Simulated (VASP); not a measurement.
# RbCaH3 (P4mm) in VASP: further runs

Runs on RbCaH3. Level: LDA. Tasks: single point.

All numbers are computed with VASP 6.6.1; they aren't measurements. Logs are shortened: lines on timing, memory, paths and dates and some standing lists are left out, and cuts for length are marked.

## Step 1: The cell of the first run

Symmetry: P4mm, No. 99, tetragonal system. The conventional cell has a = 4.547 Å, b = 4.547 Å, c = 4.547 Å, α = 90.00°, β = 90.00°, γ = 90.00°. Within 3.8 Å of Rb (site symmetry 4mm) lie 12 H at 2.88 to 3.59 Å and 4 Ca at 3.67 Å. Ca (site symmetry 4mm) has 6 H at 2.27 Å within 3.0 Å. H (site symmetry 2mm) has 2 Ca at 2.27 Å and 2 Rb at 2.88 Å within 3.0 Å. H (site symmetry 4mm) has 2 Ca at 2.27 Å within 3.0 Å.

## Step 2: Single point, LDA (all Rb atoms moved -0.500 Å, as atom 1 along Cartesian [0 0 1])

The input, INCAR:

```
PREC = Accurate
ENCUT = 520
EDIFF = 1E-6
ISMEAR = 0
SIGMA = 0.05
LREAL = False
LASPH = True
NELM = 60
ALGO = Normal
ISIF = 2
LWAVE = False
LCHARG = True
GGA = CA
LELF = True
LVHAR = True
NBANDS = 19
```

The input, KPOINTS:

```
regular mesh
0
Gamma
  6 6 6
```

The input, POSCAR:

```
RbCaH3
1.0
    4.5470000000      0.0000000000      0.0000000000
    0.0000000000      4.5470000000      0.0000000000
    0.0000000000      0.0000000000      4.5470000000
Rb Ca H
1 1 3
Direct
    0.0000000000      0.0000000000     -0.1099626127
    0.5000000000      0.5000000000      0.5000000000
    0.0000000000      0.5000000000      0.5000000000
    0.5000000000      0.0000000000      0.5000000000
    0.5000000000      0.5000000000      0.0000000000
```

Potentials or basis: VASP PAW LDA potentials, release 64 (Rb_sv, Ca_sv, H).

Run with:

```console
cat potpaw_LDA.64/Rb_sv/POTCAR potpaw_LDA.64/Ca_sv/POTCAR potpaw_LDA.64/H/POTCAR > POTCAR
mpirun -np 1 vasp_std > vasp.out
```

OUTCAR:

```text
PREC = Accurate
   ENCUT = 520
   EDIFF = 1E-6
   ISMEAR = 0
   LREAL = False
   LASPH = True
   NELM = 60
   ISIF = 2
   GGA = CA

 ion  position               nearest neighbor table
   1  0.000  0.000  0.890-   3 2.88   4 2.88   3 2.88   4 2.88   5 3.25   5 3.25   5 3.25   5 3.25
                             2 3.67   2 3.67   2 3.67   2 3.67   2 4.25   2 4.25   2 4.25   2 4.25
   2  0.500  0.500  0.500-   1 3.67   1 3.67   1 3.67   1 3.67   1 4.25   1 4.25   1 4.25   1 4.25

   3  0.000  0.500  0.500-   1 2.88   1 2.88
   4  0.500  0.000  0.500-   1 2.88   1 2.88
   5  0.500  0.500  0.000-   1 3.25   1 3.25   1 3.25   1 3.25

  LATTYP: Found a simple cubic cell.
 ALAT       =     4.5470000000

  Lattice vectors:

 A1 = (   4.5470000000,   0.0000000000,   0.0000000000)
 A2 = (   0.0000000000,   4.5470000000,   0.0000000000)
 A3 = (   0.0000000000,   0.0000000000,   4.5470000000)

Analysis of symmetry for initial positions (statically):
=====================================================================
 Subroutine PRICEL returns:
 Original cell was already a primitive cell.

 Routine SETGRP: Setting up the symmetry group for a
 simple cubic supercell.

 Subroutine GETGRP returns: Found  8 space group operations
 (whereof  8 operations were pure point group operations)
 out of a pool of 48 trial point group operations.

The static configuration has the point symmetry C_4v.

Analysis of symmetry for dynamics (positions and initial velocities):
=====================================================================
 Subroutine PRICEL returns:
 Original cell was already a primitive cell.

 Routine SETGRP: Setting up the symmetry group for a
 simple cubic supercell.

 Subroutine GETGRP returns: Found  8 space group operations
 (whereof  8 operations were pure point group operations)
 out of a pool of 48 trial point group operations.

The dynamic configuration has the point symmetry C_4v.

 Subroutine INISYM returns: Found  8 space group operations
 (whereof  8 operations are pure point group operations),
 and found     1 'primitive' translations

----------------------------------------------------------------------------------------

                                     Primitive cell

  volume of cell :      94.0102

  direct lattice vectors                    reciprocal lattice vectors
     4.547000000  0.000000000  0.000000000     0.219925225  0.000000000  0.000000000
     0.000000000  4.547000000  0.000000000     0.000000000  0.219925225  0.000000000
     0.000000000  0.000000000  4.547000000     0.000000000  0.000000000  0.219925225

  length of vectors
     4.547000000  4.547000000  4.547000000     0.219925225  0.219925225  0.219925225

  position of ions in fractional coordinates (direct lattice)
     0.000000000  0.000000000  0.890037387
     0.500000000  0.500000000  0.500000000
     0.000000000  0.500000000  0.500000000
     0.500000000  0.000000000  0.500000000
     0.500000000  0.500000000  0.000000000

  ion indices of the primitive-cell ions
   primitive index   ion index
                 1           1
                 2           2
                 3           3
                 4           4
                 5           5

----------------------------------------------------------------------------------------

 KPOINTS: regular mesh

Automatic generation of k-mesh.
 Grid dimensions read from file:
 generate k-points for:    6    6    6

 Generating k-lattice:

  Cartesian coordinates                     Fractional coordinates (reciprocal lattice)
     0.036654204  0.000000000  0.000000000     0.166666667  0.000000000  0.000000000
     0.000000000  0.036654204  0.000000000     0.000000000  0.166666667  0.000000000
     0.000000000  0.000000000  0.036654204     0.000000000  0.000000000  0.166666667

  Length of vectors
     0.036654204  0.036654204  0.036654204

  Shift w.r.t. Gamma in fractional coordinates (k-lattice)
     0.000000000  0.000000000  0.000000000

 Subroutine IBZKPT returns following result:
 ===========================================

 Found     40 irreducible k-points:

 Following reciprocal coordinates:
            Coordinates               Weight
  0.000000  0.000000  0.000000      1.000000
  0.166667  0.000000  0.000000      4.000000
  0.000000  0.000000  0.166667      2.000000
  0.333333  0.000000  0.000000      4.000000
  0.000000  0.000000  0.333333      2.000000
  0.500000  0.000000  0.000000      2.000000
[... 16 lines left out ...]
  0.166667  0.166667  0.166667      8.000000
  0.333333  0.166667  0.166667     16.000000
 [... further k-points ...]
   k-points           NKPTS =     40   k-points in BZ     NKDIM =     40   number of bands    NBANDS=     19
   number of dos      NEDOS =    301   number of ions     NIONS =      5
   total plane-waves  NPLWV =  46656
   dimension x,y,z NGX =    36 NGY =   36 NGZ =   36
   dimension x,y,z NGXF=    72 NGYF=   72 NGZF=   72
   ions per type =               1   1   3
   NGX,Y,Z   is equivalent  to a cutoff of  13.16, 13.16, 13.16 a.u.
   NGXF,Y,Z  is equivalent  to a cutoff of  26.32, 26.32, 26.32 a.u.
 SYSTEM =  unknown system
   PREC   = accura    normal or accurate (medium, high low for compatibility)
   ISTART =      0    job   : 0-new  1-cont  2-samecut
   ICHARG =      2    charge: 1-file 2-atom 10-const
   ISPIN  =      1    spin polarized calculation?
   LNONCOLLINEAR =      F non collinear calculations
   LSORBIT =      F    spin-orbit coupling
   LASPH  =      T    aspherical Exc in radial PAW
   ENCUT  =  520.0 eV  38.22 Ry    6.18 a.u.   8.45  8.45  8.45*2*pi/ulx,y,z
   NELM   =     60;   NELMIN=  2; NELMDL= -5     # of ELM steps
   EDIFF  = 0.1E-05   stopping-criterion for ELM
   LREAL  =      F    real-space projection
[... 7 lines left out ...]
   TEBEG  =    0.0;   TEEND  =   0.0 temperature during run
   PSTRESS=    0.0 pullay stress
   NELECT =      22.0000    total number of electrons
   NUPDOWN=      -1.0000    fix difference up-down
   EMIN   =  10.00;   EMAX   =-10.00  energy-range for DOS
   EFERMI =   0.00;   METHOD = LEGACY
   ISMEAR =     0;   SIGMA  =   0.05  broadening in eV -4-tet -1-fermi 0-gaus
   EFERMI_NEDOS =   21; number of points for ismear=-14 and -15
   IALGO  =     38    algorithm
   IMIX   =      4    mixing-type and parameters
     AMIX     =   0.40;   BMIX     =  1.00
     AMIX_MAG =   1.60;   BMIX_MAG =  1.00
  volume/ion in A,a.u.               =      18.80       126.88
  Fermi-wavevector in a.u.,A,eV,Ry     =   1.008844  1.906439 13.847556  1.017767
  Thomas-Fermi vector in A             =   2.141736
   LORBIT       =      0    0 simple, 1 ext, 2 COOP (PROOUT), +10 PAW based schemes
   GGA     = CA    functional components
   LHFCALC =     F    Hartree Fock is set to
   AEXX    =    0.0000 exact exchange contribution
   IVDW    =     0    specifies the selected vdW correction
   LEPSILON=     F    determine dielectric tensor
   LRPA    =     F    only Hartree local field effects (RPA)
 non-spin polarized calculation
 Gauss-broadening in eV      SIGMA  =   0.05
  energy-cutoff  :      520.00
  volume of cell :       94.01
 maximum number of plane-waves:      2560
 NGX is ok and might be reduce to    36
   NGX = 17   NGY = 17   NGZ = 17

 number of electron      22.0000000 magnetization

 Free energy of the ion-electron system (eV)
  ---------------------------------------------------
  ext. energy  EPLUGINS =         0.00000000
  ---------------------------------------------------
  free energy    TOTEN  =       -15.69917520 eV

  energy without entropy =      -15.69917520  energy(sigma->0) =      -15.69917520

 E-fermi :  -1.1564     XC(G=0):  -8.1675

 val. band max:       -1.4072061383   @ k =   0.0000   0.5000   0.5000
 cond. band min:       1.5180596717   @ k =   0.0000   0.5000   0.5000
 fundamental gap:      2.9252658100
 Fermi energy:        -1.1564212856

 k-point     1 :       0.0000    0.0000    0.0000
  band No.  band energies     occupation
      1     -39.5997      2.00000
      2     -26.5834      2.00000
      3     -20.9223      2.00000
      4     -20.9223      2.00000
      5     -20.9070      2.00000
      6     -10.7361      2.00000
[... 11 lines left out ...]
     18       6.0338      0.00000
     19       7.0959      0.00000

 k-point     2 :       0.1667    0.0000    0.0000
  band No.  band energies     occupation
      1     -39.5994      2.00000
      2     -26.5819      2.00000
      3     -20.9299      2.00000
      4     -20.9218      2.00000
      5     -20.9067      2.00000
      6     -10.7822      2.00000
[... 11 lines left out ...]
     18       6.1932      0.00000
     19       6.8405      0.00000

 k-point     3 :       0.0000    0.0000    0.1667
  band No.  band energies     occupation
      1     -39.5994      2.00000
      2     -26.5819      2.00000
      3     -20.9219      2.00000
      4     -20.9219      2.00000
      5     -20.9147      2.00000
      6     -10.7875      2.00000
[... 11 lines left out ...]
     18       5.5464      0.00000
     19       6.7392      0.00000

 k-point     4 :       0.3333    0.0000    0.0000
  band No.  band energies     occupation
      1     -39.5989      2.00000
      2     -26.5788      2.00000
      3     -20.9449      2.00000
      4     -20.9209      2.00000
      5     -20.9062      2.00000
      6     -10.8901      2.00000
[... 11 lines left out ...]
     18       5.7767      0.00000
     19       5.9287      0.00000

 k-point     5 :       0.0000    0.0000    0.3333
  band No.  band energies     occupation
      1     -39.5989      2.00000
      2     -26.5789      2.00000
      3     -20.9299      2.00000
      4     -20.9211      2.00000
      5     -20.9211      2.00000
      6     -10.8867      2.00000
[... 11 lines left out ...]
     18       5.1038      0.00000
     19       5.9658      0.00000
[... 334 lines left out ...]
      2     -26.5703      2.00000
      3     -20.9532      2.00000
      4     -20.9532      2.00000
      5     -20.9043      2.00000
      6     -10.8888      2.00000
[... 11 lines left out ...]
     18       6.0543      0.00000
     19       6.3136      0.00000

 k-point    22 :       0.0000    0.5000    0.5000
  band No.  band energies     occupation
      1     -39.5977      2.00000
      2     -26.5709      2.00000
      3     -20.9520      2.00000
      4     -20.9376      2.00000
      5     -20.9189      2.00000
      6     -10.8921      2.00000
[... 11 lines left out ...]
     18       6.7183      0.00000
     19       7.0791      0.00000

 k-point    23 :       0.1667    0.1667    0.1667
  band No.  band energies     occupation
      1     -39.5989      2.00000
      2     -26.5787      2.00000
      3     -20.9296      2.00000
      4     -20.9288      2.00000
      5     -20.9142      2.00000
      6     -10.7879      2.00000
[... 11 lines left out ...]
     18       6.1161      0.00000
     19       6.5254      0.00000

 k-point    24 :       0.3333    0.1667    0.1667
  band No.  band energies     occupation
      1     -39.5984      2.00000
      2     -26.5756      2.00000
      3     -20.9447      2.00000
      4     -20.9285      2.00000
      5     -20.9137      2.00000
      6     -10.8709      2.00000
[... 11 lines left out ...]
     18       5.9252      0.00000
     19       6.3651      0.00000

 [... further k-points ...]
[... 5 lines left out ...]
  --------------------------------------------------------------------------------------
  -------------------------------------------------------------------------------------
  Total       -0.9761879     -0.9761879     -1.0303145      0.0000000      0.0000000      0.0000000
  in kB      -16.6367756    -16.6367756    -17.5592330      0.0000000      0.0000000      0.0000000
  external PRESSURE =     -16.9442614 kB  Pullay stress =       0.0000000 kB

 VOLUME and BASIS-vectors are now :
 -----------------------------------------------------------------------------
  energy-cutoff  :      520.00
  volume of cell :       94.01
      direct lattice vectors                 reciprocal lattice vectors
     4.547000000  0.000000000  0.000000000     0.219925225  0.000000000  0.000000000
     0.000000000  4.547000000  0.000000000     0.000000000  0.219925225  0.000000000
     0.000000000  0.000000000  4.547000000     0.000000000  0.000000000  0.219925225

 POSITION                                       TOTAL-FORCE (eV/Angst)
 -----------------------------------------------------------------------------------
      0.00000      0.00000      4.04700        -0.000000      0.000000      0.475624
      2.27350      2.27350      2.27350         0.000000     -0.000000     -0.390531
      0.00000      2.27350      2.27350        -0.000000      0.000000      0.020749
      2.27350      0.00000      2.27350        -0.000000      0.000000      0.020749
      2.27350      2.27350      0.00000        -0.000000      0.000000     -0.126592
 -----------------------------------------------------------------------------------
    total drift:                                0.000000      0.000000     -0.000092

  FREE ENERGIE OF THE ION-ELECTRON SYSTEM (eV)
  ---------------------------------------------------
  free  energy   TOTEN  =       -15.6991752049 eV

  energy  without entropy=      -15.6991752049  energy(sigma->0) =      -15.69917520
```

Run time: 31 s. Hardware: 1 thread of Intel Xeon Platinum 8488C (Sapphire Rapids), shared host; peak memory 0.21 GiB.

Results:

```
Free energy            : -15.6992 eV
Pressure               : -1.7 GPa
Largest force          : 0.476 eV/Å
Band gap on the k mesh : 2.93 eV, direct
```

Forces on the atoms (eV/Å):
```
Rb   0.000  0.000  0.476
Ca   0.000  0.000 -0.391
H    0.000  0.000  0.021
H    0.000  0.000  0.021
H    0.000  0.000 -0.127
```

Levels at points of the mesh, in eV from the valence-band top:
| k point | band 7 | band 8 | band 9 | band 10 | band 11 | band 12 | band 13 | band 14 | band 15 | band 16 |
| --- | --- | --- | --- | --- | --- | --- | --- | --- | --- | --- |
| (0.00, 0.00, 0.00) | -9.32 | -9.32 | -2.81 | -0.53 | -0.31 | 5.71 | 5.84 | 5.93 | 5.93 | 7.22 |
| (0.50, 0.00, 0.00) | -9.31 | -9.31 | -1.51 | -0.76 | -0.22 | 4.77 | 5.30 | 5.77 | 5.91 | 6.29 |
| (0.00, 0.00, 0.50) | -9.30 | -9.30 | -1.58 | -0.68 | -0.30 | 5.33 | 5.33 | 5.87 | 5.89 | 5.96 |
| (0.50, 0.50, 0.00) | -9.48 | -9.29 | -1.14 | -0.04 | -0.04 | 3.00 | 4.95 | 4.95 | 5.36 | 6.15 |
| (0.00, 0.50, 0.50) | -9.47 | -9.29 | -1.20 | -0.09 | 0.00 | 2.93 | 4.77 | 4.78 | 5.58 | 6.16 |
| (0.50, 0.50, 0.50) | -9.46 | -9.44 | -0.21 | -0.21 | -0.16 | 4.15 | 4.15 | 4.25 | 5.19 | 6.19 |

Caveat: the cell differs from its parent crystal (all Rb atoms moved -0.500 Å, as atom 1 along Cartesian [0 0 1]).

## Step 3: Single point, LDA (all Rb atoms moved +0.375 Å, as atom 1 along Cartesian [0 0 1])

The input, INCAR:

```
SYSTEM = RbCaH3
  PREC = Accurate
  ENCUT = 520
  EDIFF = 1E-6
  ISMEAR = 0
  SIGMA = 0.05
  LREAL = .FALSE.
  LASPH = .TRUE.
  NELM = 100
  ALGO = Normal
  ISIF = 2
  LWAVE = .FALSE.
  LCHARG = .TRUE.
  LELF = .TRUE.
  LVHAR = .TRUE.
  NBANDS = 19
```

The input, KPOINTS:

```
Automatic mesh
0
G
  6 6 6
  0 0 0
```

Changes to POSCAR since step 2:

```diff
@@ -8,3 +8,3 @@
 Direct
-    0.0000000000      0.0000000000     -0.1099626127
+    0.0000000000      0.0000000000      0.0824719595
     0.5000000000      0.5000000000      0.5000000000
```

Potentials or basis: VASP PAW LDA potentials, release 64 (Rb_sv, Ca_sv, H).

Run with:

```console
cat potpaw_LDA.64/Rb_sv/POTCAR potpaw_LDA.64/Ca_sv/POTCAR potpaw_LDA.64/H/POTCAR > POTCAR
mpirun -np 1 vasp_std > vasp.out
```

Run time: 34 s. Hardware: 1 thread of Intel Xeon Platinum 8488C (Sapphire Rapids), shared host; peak memory 0.22 GiB.

Results (log left out):

- Free energy: -15.7500 eV
- Pressure: -2.0 GPa
- Largest force: 0.339 eV/Å
- Band gap on the k mesh: 2.92 eV, direct

Forces on the atoms (eV/Å):
```
Rb   0.000  0.000 -0.339
Ca   0.000  0.000  0.300
H    0.000  0.000 -0.029
H    0.000  0.000 -0.029
H    0.000  0.000  0.097
```

Levels at points of the mesh, in eV from the valence-band top:
```csv
k point,band 9,band 10,band 11,band 12,band 13,band 14
"(0.00, 0.00, 0.00)",-2.81,-0.46,-0.34,5.79,5.91,5.91
"(0.50, 0.00, 0.00)",-1.52,-0.75,-0.18,4.94,5.34,5.88
"(0.00, 0.00, 0.50)",-1.55,-0.70,-0.23,5.37,5.37,5.79
"(0.50, 0.50, 0.00)",-1.15,-0.02,-0.02,2.97,4.90,4.90
"(0.00, 0.50, 0.50)",-1.19,-0.05,0.00,2.92,4.79,4.80
"(0.50, 0.50, 0.50)",-0.21,-0.21,-0.17,4.18,4.18,4.23
```

Caveat: the cell differs from its parent crystal (all Rb atoms moved +0.375 Å, as atom 1 along Cartesian [0 0 1]). A k mesh can miss the band edges.

## Step 4: Single point, LDA (all Rb atoms moved -0.250 Å, as atom 1 along Cartesian [0 0 1])

The input, INCAR:

```
SYSTEM = RbCaH3
PREC = Accurate
ENCUT = 520
EDIFF = 1E-6
ISMEAR = 0
SIGMA = 0.05
LREAL = .FALSE.
LASPH = .TRUE.
NELM = 60
ALGO = Normal
ISIF = 2
LWAVE = .FALSE.
LCHARG = .FALSE.
NBANDS = 19
```

The input, KPOINTS:

```
regular mesh
0
G
  6 6 6
  0 0 0
```

Changes to POSCAR since step 3:

```diff
@@ -8,3 +8,3 @@
 Direct
-    0.0000000000      0.0000000000      0.0824719595
+    0.0000000000      0.0000000000     -0.0549813064
     0.5000000000      0.5000000000      0.5000000000
```

Run with:

```console
cat potpaw_LDA.64/Rb_sv/POTCAR potpaw_LDA.64/Ca_sv/POTCAR potpaw_LDA.64/H/POTCAR > POTCAR
mpirun -np 1 vasp_std > vasp.out
```

Run time: 36 s. Hardware: 1 thread of Intel Xeon Platinum 8488C (Sapphire Rapids), shared host; peak memory 0.22 GiB.

It converged, with:

```
Free energy            : -15.7846 eV
Pressure               : -2.2 GPa
Largest force          : 0.217 eV/Å
Band gap on the k mesh : 2.92 eV, direct
```

Forces on the atoms (eV/Å):
```
Rb   0.000  0.000  0.217
Ca   0.000  0.000 -0.204
H    0.000  0.000  0.026
H    0.000  0.000  0.026
H    0.000  0.000 -0.065
```

Levels at points of the mesh, in eV from the valence-band top:
```
           k point  band 7  band 8  band 9  band 10  band 11  band 12  band 13  band 14  band 15  band 16
(0.00, 0.00, 0.00)   -9.31   -9.31   -2.81    -0.41    -0.36     5.85     5.90     5.90     6.51     7.22
(0.50, 0.00, 0.00)   -9.30   -9.30   -1.52    -0.74    -0.15     5.12     5.38     5.98     5.99     6.00
(0.00, 0.00, 0.50)   -9.30   -9.30   -1.54    -0.72    -0.17     5.39     5.39     5.72     5.98     6.14
(0.50, 0.50, 0.00)   -9.46   -9.28   -1.16    -0.01    -0.01     2.94     4.86     4.86     5.52     6.22
(0.00, 0.50, 0.50)   -9.46   -9.28   -1.18    -0.02     0.00     2.92     4.81     4.81     5.58     6.22
(0.50, 0.50, 0.50)   -9.44   -9.44   -0.20    -0.20    -0.19     4.20     4.20     4.22     5.40     6.26
```

Caveat: the cell differs from its parent crystal (all Rb atoms moved -0.250 Å, as atom 1 along Cartesian [0 0 1]). A k mesh can miss the band edges.
